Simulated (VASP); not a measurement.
# BI: relaxation of cell and atoms with PBE

BI:

```
CELL_PARAMETERS angstrom
5.17276 0.00000 0.00000
0.00000 5.17276 0.00000
0.00000 0.00000 4.59178
ATOMIC_POSITIONS crystal
B 0.00000 0.50000 0.16022
B 0.50000 0.00000 0.83978
I 0.00000 0.00000 0.00000
I 0.50000 0.50000 0.00000
```

```yaml
Program: VASP 6.6.1
Task: relaxation of cell and atoms
Functional: PBE
Potentials_or_basis: VASP PAW PBE potentials, release 64 (B, I)
Cutoff: 600 eV
k_mesh: 6 × 6 × 6
Occupations: gaussian, width 0.02 eV
Spin: no spin polarisation
Dipole_correction: no
Further_INCAR_settings: ALGO = Normal; EDIFF = 1e-06; IBRION = 2; EDIFFG = -0.01; NSW = 100; ISIF = 3
```

The relaxed volume is 29.25 Å³/atom and the relaxed cell is a = 5.212 Å, b = 5.212 Å, c = 4.308 Å, α = 90.00°, β = 90.00°, γ = 90.00°. The space group after relaxing (to 0.05 Å) is P4/nmm (No. 129). The energy gained by relaxing is 7.0 meV/atom, the ionic steps are 22 and the pressure after relaxing is 0.0 GPa. The largest force after relaxing is 0.009 eV/Å and the band gap on the k mesh is zero (band 10 reaches 3.52 eV, above the bottom of band 11 at 3.33 eV).

Forces in eV/Å, atoms in the order of the input:
```
B    0.000  0.000  0.009
B    0.000  0.000 -0.009
I    0.000  0.000  0.000
I    0.000  0.000  0.000
```

The path:
```
step  energy change (eV)  largest force (eV/Å)  pressure (GPa)  volume (Å³)
   1              0.0000                0.1145           -0.25       122.86
   2             -0.0022                0.1026           -0.13       122.02
   3             -0.0041                0.0772            0.15       120.17
   4             -0.0062                0.0732            0.14       120.02
   5             -0.0114                0.0638            0.10       119.55
   6             -0.0182                0.0519            0.01       118.59
   7             -0.0186                0.0495           -0.36       116.52
   8             -0.0200                0.0430           -0.14       117.37
   9             -0.0225                0.0429           -0.07       116.14
  10             -0.0233                0.0095            0.32       112.50
  11             -0.0243                0.0221            0.23       113.85
  12             -0.0244                0.0257            0.17       114.27
  13             -0.0258                0.0199            0.12       114.42
  14             -0.0269                0.0066            0.02       114.68
  15             -0.0274                0.0006            0.07       114.93
  16             -0.0275                0.0060            0.11       115.18
  17             -0.0279                0.0092            0.05       116.20
  18             -0.0279                0.0116            0.00       116.88
  19             -0.0279                0.0117            0.00       116.79
  20             -0.0279                0.0106            0.02       116.50
  21             -0.0280                0.0100            0.03       116.62
  22             -0.0282                0.0088            0.05       116.99
```

Final structure:
```
CELL_PARAMETERS angstrom
5.21153 0.00000 0.00000
0.00000 5.21153 0.00000
0.00000 0.00000 4.30752
ATOMIC_POSITIONS crystal
B 0.00000 0.50000 0.08399
B 0.50000 0.00000 0.91601
I 0.00000 0.00000 0.00000
I 0.50000 0.50000 0.00000
```

Levels at points of the mesh, in eV from the Fermi level:
```csv
k point,band 6,band 7,band 8,band 9,band 10,band 11,band 12,band 13,band 14
"(0.00, 0.00, 0.00)",-3.67,-3.41,-3.41,-3.21,-1.78,0.99,2.50,3.90,4.20
"(0.50, 0.00, 0.00)",-5.04,-2.71,-2.71,-0.56,-0.56,1.20,1.20,2.34,2.34
"(0.50, 0.50, 0.00)",-2.51,-1.65,-1.65,0.19,0.19,0.75,0.75,1.18,1.18
"(0.00, 0.00, 0.50)",-4.36,-3.50,-3.31,-3.31,-2.89,0.49,1.90,3.28,3.28
"(0.50, 0.00, 0.50)",-4.90,-3.98,-3.98,-0.52,-0.52,0.46,0.46,2.35,2.35
"(0.50, 0.50, 0.50)",-3.72,-1.55,-1.55,-0.93,-0.93,0.80,0.80,1.31,1.31
```

Wall time 14 min on 1 thread of Intel(R) Xeon(R) Platinum 8259CL CPU @ 2.50GHz (Skylake/Cascade Lake) (shared host), peak memory 0.31 GiB.

Caveat: spin-orbit coupling is left out, which moves the levels of the heavy elements; this functional lacks dispersion, which binds the layers, so the pressure and a relaxed spacing across them are unreliable.
